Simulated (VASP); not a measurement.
# SnO2 (Cmm2) in VASP: further runs, part 2 of 2

VASP 6.6.1. The steps go on from the part before.

### 3 Single point, r2SCAN (atom 1 (Sn) moved +0.075 Å towards its neighbour atom 1 (Sn) at 3.201 Å)

File POSCAR:

```
SnO2
1.0
    4.7602164773      0.0000000000      0.0000000000
    0.0000000000      4.7602164773      0.0000000000
    0.0000000000      0.0000000000      3.2005650988
Sn O
2 4
Direct
    0.0000000000      0.0000000000     -0.0234333618
    0.5000000000      0.5000000000      0.5000000000
    0.3058934984      0.3058934984      0.0000000000
    0.1941065016      0.8058934984      0.5000000000
    0.6941065016      0.6941065016      0.0000000000
    0.8058934984      0.1941065016      0.5000000000
```

File INCAR.step1:

```
PREC = Accurate ; ENCUT = 520
ISMEAR = 0 ; SIGMA = 0.05
LREAL = False ; LASPH = True
NELM = 80 ; NBANDS = 35
GGA = PE ; ALGO = Normal
EDIFF = 1E-4 ; LWAVE = True
LCHARG = False
```

File INCAR.step2:

```
PREC = Accurate ; ENCUT = 520
EDIFF = 1E-6 ; ISMEAR = 0
SIGMA = 0.05 ; LREAL = False
LASPH = True ; NELM = 80
ALGO = Normal ; ISIF = 2
LWAVE = False ; LCHARG = False
METAGGA = R2SCAN ; LMIXTAU = True
NBANDS = 35 ; ISTART = 1
```

File KPOINTS:

```
regular mesh
0
Gamma
  6 6 8
```

Potentials or basis: VASP PAW PBE potentials, release 64 (Sn_d, O).

On the command line:

```
$ cat potpaw_PBE.64/Sn_d/POTCAR potpaw_PBE.64/O/POTCAR > POTCAR
$ cp INCAR.step1 INCAR
$ mpirun -np 1 vasp_std > vasp.out
$ cp INCAR.step2 INCAR
$ mpirun -np 1 vasp_std > vasp.out
```

OUTCAR:

```text
PREC = Accurate
   ENCUT = 520
   EDIFF = 1E-6
   ISMEAR = 0
   LREAL = False
   LASPH = True
   NELM = 80
   ISIF = 2
   METAGGA = R2SCAN
   ISTART = 1

 ion  position               nearest neighbor table
   1  0.000  0.000  0.977-   4 2.01   6 2.01   5 2.06   3 2.06   4 2.12   6 2.12   2 3.70   2 3.70
                             2 3.70   2 3.70
   2  0.500  0.500  0.500-   4 2.06   6 2.06   5 2.07   3 2.07   3 2.07   5 2.07   1 3.70   1 3.70
                             1 3.70   1 3.70
   3  0.306  0.306  0.000-   1 2.06   2 2.07   2 2.07
   4  0.194  0.806  0.500-   1 2.01   2 2.06   1 2.12
   5  0.694  0.694  0.000-   1 2.06   2 2.07   2 2.07
   6  0.806  0.194  0.500-   1 2.01   2 2.06   1 2.12

  LATTYP: Found a simple tetragonal cell.
 ALAT       =     4.7602164773
 C/A-ratio  =     0.6723570481

  Lattice vectors:

 A1 = (   4.7602164773,   0.0000000000,   0.0000000000)
 A2 = (   0.0000000000,   4.7602164773,   0.0000000000)
 A3 = (   0.0000000000,   0.0000000000,   3.2005650988)

Analysis of symmetry for initial positions (statically):
=====================================================================
 Subroutine PRICEL returns:
 Original cell was already a primitive cell.

 Routine SETGRP: Setting up the symmetry group for a
 simple tetragonal supercell.

 Subroutine GETGRP returns: Found  4 space group operations
 (whereof  4 operations were pure point group operations)
 out of a pool of 16 trial point group operations.

The static configuration has the point symmetry C_2v.

Analysis of symmetry for dynamics (positions and initial velocities):
=====================================================================
 Subroutine PRICEL returns:
 Original cell was already a primitive cell.

 Routine SETGRP: Setting up the symmetry group for a
 simple tetragonal supercell.

[... 126 lines left out ...]
   EFERMI =   0.00;   METHOD = LEGACY
   ISMEAR =     0;   SIGMA  =   0.05  broadening in eV -4-tet -1-fermi 0-gaus
   EFERMI_NEDOS =   21; number of points for ismear=-14 and -15
   IALGO  =     38    algorithm
   IMIX   =      4    mixing-type and parameters
     AMIX     =   0.40;   BMIX     =  1.00
     AMIX_MAG =   1.60;   BMIX_MAG =  1.00
  volume/ion in A,a.u.               =      12.09        81.57
  Fermi-wavevector in a.u.,A,eV,Ry     =   1.465264  2.768948 29.211695  2.146999
  Thomas-Fermi vector in A             =   2.581142
   LORBIT       =      0    0 simple, 1 ext, 2 COOP (PROOUT), +10 PAW based schemes
   METAGGA = R2SCAN    functional components
   LHFCALC =     F    Hartree Fock is set to
   AEXX    =    0.0000 exact exchange contribution
   IVDW    =     0    specifies the selected vdW correction
   LEPSILON=     F    determine dielectric tensor
   LRPA    =     F    only Hartree local field effects (RPA)
 non-spin polarized calculation
 Gauss-broadening in eV      SIGMA  =   0.05
  energy-cutoff  :      520.00
  volume of cell :       72.52
 maximum number of plane-waves:      1992
   NGX = 17   NGY = 17   NGZ = 11

 number of electron      52.0000000 magnetization

 Free energy of the ion-electron system (eV)
  ---------------------------------------------------
  ext. energy  EPLUGINS =         0.00000000
  ---------------------------------------------------
  free energy    TOTEN  =       -84.57113663 eV

  energy without entropy =      -84.57113663  energy(sigma->0) =      -84.57113663

 E-fermi :   5.8534     XC(G=0): -11.9679

 val. band max:        5.5511572158   @ k =   0.0000   0.0000   0.0000
 cond. band min:       7.3448157971   @ k =   0.0000   0.0000   0.0000
 fundamental gap:      1.7936585812
 Fermi energy:         5.8534056272

 k-point     1 :       0.0000    0.0000    0.0000
  band No.  band energies     occupation
      1     -16.1843      2.00000
      2     -15.2703      2.00000
      3     -15.0163      2.00000
      4     -14.9686      2.00000
      5     -14.9449      2.00000
      6     -14.9004      2.00000
[... 901 lines left out ...]
     34      18.7289      0.00000
     35      18.8063      0.00000

 [... further k-points ...]
[... 5 lines left out ...]
  --------------------------------------------------------------------------------------
  -------------------------------------------------------------------------------------
  Total        0.5731463      0.5731463      0.9738834     -0.2038212      0.0000000      0.0000000
  in kB       12.6618169     12.6618169     21.5148073     -4.5027705      0.0000000      0.0000000
  external PRESSURE =      15.6128137 kB  Pullay stress =       0.0000000 kB

 VOLUME and BASIS-vectors are now :
 -----------------------------------------------------------------------------
  energy-cutoff  :      520.00
  volume of cell :       72.52
      direct lattice vectors                 reciprocal lattice vectors
     4.760216477  0.000000000  0.000000000     0.210074480  0.000000000  0.000000000
     0.000000000  4.760216477  0.000000000     0.000000000  0.210074480  0.000000000
     0.000000000  0.000000000  3.200565099     0.000000000  0.000000000  0.312444824

 POSITION                                       TOTAL-FORCE (eV/Angst)
 -----------------------------------------------------------------------------------
      0.00000      0.00000      3.12557         0.000000      0.000000      1.568918
      2.38011      2.38011      1.60028         0.000000      0.000000     -0.020395
      1.45612      1.45612      0.00000        -0.028115     -0.028115     -0.030898
      0.92399      3.83623      1.60028         0.116886     -0.116886     -0.743364
      3.30410      3.30410      0.00000         0.028115      0.028115     -0.030898
      3.83623      0.92399      1.60028        -0.116886      0.116886     -0.743364
 -----------------------------------------------------------------------------------
    total drift:                                0.000000      0.000000      0.002566

  FREE ENERGIE OF THE ION-ELECTRON SYSTEM (eV)
  ---------------------------------------------------
  free  energy   TOTEN  =       -84.5711366300 eV

  energy  without entropy=      -84.5711366300  energy(sigma->0) =      -84.57113663
```

OSZICAR.step1:

```text
N       E                     dE             d eps       ncg     rms          rms(c)
DAV:   1     0.634709729813E+03    0.63471E+03   -0.25610E+04  5072   0.233E+03
DAV:   2     0.561856175661E+02   -0.57852E+03   -0.54658E+03  4918   0.611E+02
DAV:   3    -0.385776002089E+02   -0.94763E+02   -0.93206E+02  5046   0.208E+02
DAV:   4    -0.432813430818E+02   -0.47037E+01   -0.46706E+01  5725   0.499E+01
DAV:   5    -0.434036183630E+02   -0.12228E+00   -0.12207E+00  5529   0.848E+00    0.160E+01
DAV:   6    -0.370834770812E+02    0.63201E+01   -0.17501E+01  7197   0.644E+01    0.623E+00
DAV:   7    -0.371995936400E+02   -0.11612E+00   -0.20549E+00  5273   0.798E+00    0.322E+00
DAV:   8    -0.371775315898E+02    0.22062E-01   -0.16917E-01  6782   0.418E+00    0.754E-01
DAV:   9    -0.371704005625E+02    0.71310E-02   -0.35138E-02  7439   0.301E+00    0.134E-01
DAV:  10    -0.371710528798E+02   -0.65232E-03   -0.38643E-03  5692   0.487E-01    0.593E-02
DAV:  11    -0.371711803721E+02   -0.12749E-03   -0.19220E-04  4745   0.104E-01    0.134E-02
DAV:  12    -0.371711824811E+02   -0.21090E-05   -0.21654E-05  2875   0.423E-02
   1 F= -.37171182E+02 E0= -.37171182E+02  d E =-.118266E-14
```

It took 5 min on 1 thread of Intel Xeon 6975P-C, shared host; peak memory 0.26 GiB.

What came out:

```
Free energy            : -84.5711 eV
Pressure               : 1.6 GPa
Largest force          : 1.569 eV/Å
Band gap on the k mesh : 1.79 eV, direct
```

Forces in eV/Å, atoms in the order of the input:
```
Sn   0.000  0.000  1.569
Sn   0.000  0.000 -0.020
O   -0.028 -0.028 -0.031
O    0.117 -0.117 -0.743
O    0.028  0.028 -0.031
O   -0.117  0.117 -0.743
```

Caveat: the cell differs from its parent crystal (atom 1 (Sn) moved +0.075 Å towards its neighbour atom 1 (Sn) at 3.201 Å); the PAW data sets were made with another functional, which shifts forces and pressure a little; spin-orbit coupling is left out, which moves the levels of the heavy elements.

### 4 Single point, r2SCAN (atom 1 (Sn) moved -0.050 Å towards its neighbour atom 1 (Sn) at 3.201 Å)

Changes to POSCAR since step 3:

```diff
@@ -8,3 +8,3 @@
 Direct
-    0.0000000000      0.0000000000     -0.0234333618
+    0.0000000000      0.0000000000      0.0156222412
     0.5000000000      0.5000000000      0.5000000000
```

File INCAR.step1:

```
SYSTEM = SnO2
PREC = Accurate
ENCUT = 520
ISMEAR = 0
SIGMA = 0.05
LREAL = .FALSE.
LASPH = .TRUE.
NELM = 80
NBANDS = 35
GGA = PE
ALGO = Normal
EDIFF = 1E-4
LWAVE = .TRUE.
LCHARG = .FALSE.
```

File INCAR.step2:

```
SYSTEM = SnO2
PREC = Accurate
ENCUT = 520
EDIFF = 1E-7
ISMEAR = 0
SIGMA = 0.05
LREAL = .FALSE.
LASPH = .TRUE.
NELM = 80
ALGO = Normal
ISIF = 2
LWAVE = .FALSE.
LCHARG = .TRUE.
METAGGA = R2SCAN
LMIXTAU = .TRUE.
LELF = .TRUE.
LVHAR = .TRUE.
NBANDS = 35
ISTART = 1
```

File KPOINTS:

```
Automatic mesh
0
G
  6 6 8
  0 0 0
```

On the command line:

```
$ cat potpaw_PBE.64/Sn_d/POTCAR potpaw_PBE.64/O/POTCAR > POTCAR
$ cp INCAR.step1 INCAR
$ mpirun -np 1 vasp_std > vasp.out
$ cp INCAR.step2 INCAR
$ mpirun -np 1 vasp_std > vasp.out
```

Run time: 6.6 min. Hardware: 1 thread of Intel Xeon 6975P-C, shared host; peak memory 0.26 GiB.

The run converged. Its results:

| Item | Value |
| --- | --- |
| Free energy | -84.6036 eV |
| Pressure | 1.3 GPa |
| Largest force | 1.035 eV/Å |
| Band gap on the k mesh | 1.79 eV, direct |

Forces in eV/Å, atoms in the order of the input:
```
Sn   0.000  0.000 -1.035
Sn   0.000  0.000  0.013
O   -0.022 -0.022  0.019
O    0.062 -0.062  0.492
O    0.022  0.022  0.019
O   -0.062  0.062  0.492
```

Stress tensor (GPa, compression positive):
```
 1.07 -0.20  0.00
-0.20  1.07  0.00
 0.00  0.00  1.76
```

Levels at points of the mesh, in eV from the valence-band top:
```csv
k point,band 24,band 25,band 26,band 27,band 28,band 29
"(0.00, 0.00, 0.00)",-0.77,-0.77,0.00,1.79,6.80,7.05
"(0.50, 0.00, 0.00)",-1.17,-0.62,-0.62,5.00,5.00,7.80
"(0.50, 0.50, 0.00)",-1.29,-0.92,-0.92,5.43,5.45,8.22
"(0.00, 0.00, 0.50)",-1.66,-1.27,-1.26,6.86,6.88,10.50
"(0.50, 0.00, 0.50)",-1.11,-0.69,-0.69,7.14,7.15,8.85
"(0.50, 0.50, 0.50)",-0.95,-0.86,-0.85,5.52,5.53,9.65
```

Caveat: the cell differs from its parent crystal (atom 1 (Sn) moved -0.050 Å towards its neighbour atom 1 (Sn) at 3.201 Å); the PAW data sets were made with another functional, which shifts forces and pressure a little; spin-orbit coupling is left out, which moves the levels of the heavy elements.
